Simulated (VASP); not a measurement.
Set up this calculation in VASP 6.6.1, as the native input.

```
Task                   : single point
Functional             : LDA
Potentials or basis    : VASP PAW LDA potentials, release 64 (Si)
Cutoff                 : 520 eV
k mesh                 : 21 × 21 × 20
Occupations            : gaussian, width 0.15 eV
Spin                   : no spin polarisation
Dipole correction      : no
Further INCAR settings : ALGO = Normal; EDIFF = 1e-06; NBANDS = 8
```

The structure of Si lies in POSCAR:

```
Si
1.0
    2.6598509571      0.0000000000      0.0000000000
   -1.3299254786      2.3034984991      0.0000000000
    0.0000000000      0.0000000000      2.4663543900
Si
1
Direct
    0.0000000000      0.0000000000      0.0000000000
```

This isn't the form of Si at room conditions, which is diamond.

This cell differs from its parent crystal: strain +0.0150 x Voigt [1, 1, 0, 0, 0, 0].

The input as run:

INCAR

```
  PREC = Accurate
  ENCUT = 520
  EDIFF = 1E-6
  ISMEAR = 0
  SIGMA = 0.15
  LREAL = F
  LASPH = T
  NELM = 100
  ALGO = Normal
  ISIF = 2
  LWAVE = F
  LCHARG = F
  GGA = CA
  NBANDS = 8
```

KPOINTS

```
regular mesh
0
Gamma
  21 21 20
```

Potentials or basis: VASP PAW LDA potentials, release 64 (Si).

Run with:

```console
$ cat potpaw_LDA.64/Si/POTCAR > POTCAR
$ mpirun -np 1 vasp_std > vasp.out
```

Results of the run:

```json
{"Pressure": "-3.8 GPa", "Band gap on the k mesh": "zero (bands 2 and 3 overlap by 12.09 eV)"}
```

Caveat: the cell differs from its parent crystal (strain +0.0150 x Voigt [1, 1, 0, 0, 0, 0]); the cell stands under tension.

Run time: 60 s on 1 thread of Intel Xeon 8259CL (shared host), peak memory 0.16 GiB.
